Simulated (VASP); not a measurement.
Crystal: Co.

```
Co
1.0
    -1.34480    1.34480    1.34480
     1.34480   -1.34480    1.34480
     1.34480    1.34480   -1.34480
Co
1
Direct
  0.00000 0.00000 0.00000
```

This cell differs from its parent crystal: volume scaled by 0.96.

Base run:

- Program: VASP 6.6.1
- Functional: PBEsol
- Potentials or basis: VASP PAW PBE potentials, release 64 (Co)
- Cutoff: 520 eV
- k mesh: 26 × 26 × 26
- Occupations: fermi-dirac, width 0.1 eV
- Spin: no spin polarisation

Its results: pressure 10.8 GPa.

Question: The run is repeated on the same cell with these changes: potentials or basis from VASP PAW PBE potentials, release 64 (Co) to VASP PAW PBE potentials, release 64 (Co_sv); cutoff from 520 eV to 600 eV; further incar settings from ALGO = Normal; EDIFF = 1e-06; NBANDS = 10 to ALGO = Normal; EDIFF = 1e-06; NBANDS = 14; valence electrons from 9 to 17. What comes out?

Answer: Pressure 8.0 GPa.

Caveats: the PAW data sets were made with another functional, which shifts forces and pressure a little; the run has no spin polarisation, though such a crystal can be magnetic.
